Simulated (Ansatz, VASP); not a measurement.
## SiW6: VASP beside Ansatz

```
CELL_PARAMETERS angstrom
4.46825 0.00000 0.00000
-2.23413 3.86962 0.00000
0.00000 0.00000 21.72591
ATOMIC_POSITIONS crystal
W 0.66667 0.33333 0.18411
W 0.33333 0.66667 0.22609
W 0.00000 0.00000 0.26807
W 0.66667 0.33333 0.30709
W 0.33333 0.66667 0.34670
W 0.00000 0.00000 0.38322
Si 0.00000 0.44444 0.52591
```

Alike in both runs: task single point; functional PBE; dispersion D3(BJ); k mesh 6 × 6 × 1; occupations gaussian, width 0.1 eV; no spin polarisation.

|  | VASP | Ansatz |
| --- | --- | --- |
| version | VASP 6.6.1 | Ansatz 0.2.0 |
| potentials or method | VASP PAW PBE potentials, release 64 (W_sv, Si), cutoff 520 eV | scalar-relativistic, plane waves, PAW |
| valence electrons in the cell | 88 | 88 |

```tsv
	VASP	Ansatz	Ansatz less VASP
gap on the k mesh at the Fermi level (eV)	none	none	-
rms of the force components (eV/Å)	1.016	1.005	-0.0110
work function, face that differs most (eV)	3.93	3.93	-0.002
```

Atom by atom the forces differ by 0.021 eV/Å (rms over components). A gap of «none» marks a metal or a gap that the smearing closes. Ansatz's warnings: dispersion switch in reach, vacuum below fermi.

Spin-orbit coupling is off throughout.
